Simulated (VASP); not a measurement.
# TaN: single point with HSE06

Crystal: TaN.

```
Ta N
1.0
     2.73231    0.00000    0.00000
     0.00000    2.73231    0.00000
     0.00000    0.00000    2.73231
Ta N
1 1
Cartesian
  0.0000 0.0000 0.0000
  1.3662 1.3662 1.3662
```

```json
{
 "Program": "VASP 6.6.1",
 "Task": "single point",
 "Functional": "HSE06",
 "Potentials or basis": "VASP PAW PBE potentials, release 64 (Ta_pv, N)",
 "Cutoff": "520 eV",
 "k mesh": "5 × 5 × 5",
 "Occupations": "fermi-dirac, width 0.05 eV",
 "Spin": "no spin polarisation",
 "Dipole correction": "no",
 "Grid for exact exchange (PRECFOCK)": "Normal",
 "Further INCAR settings": "ALGO = Normal; EDIFF = 1e-06; NBANDS = 15",
 "Share of exact exchange": "0.25",
 "Screening parameter": "0.2079 1/Å"
}
```

* Pressure: -1.6 GPa
* Band gap on the k mesh: zero (bands 8 and 9 overlap by 7.17 eV)

Levels at points of the mesh, in eV from the Fermi level:
```tsv
k point	band 5	band 6	band 7	band 8	band 9	band 10	band 11	band 12
(0.00, 0.00, 0.00)	-4.33	-4.33	-2.09	-2.09	-2.09	4.49	6.14	6.14
```

Wall time 4 min on 1 thread of Intel(R) Xeon(R) Platinum 8259CL CPU @ 2.50GHz (Skylake/Cascade Lake) (shared host), peak memory 0.23 GiB.

Caveat: the k points lie up to 0.46 Å⁻¹ apart, too coarse for converged energies and pressures of a metal; the PAW data sets were made with another functional, which shifts forces and pressure a little; spin-orbit coupling is left out, which moves the levels of the heavy elements.
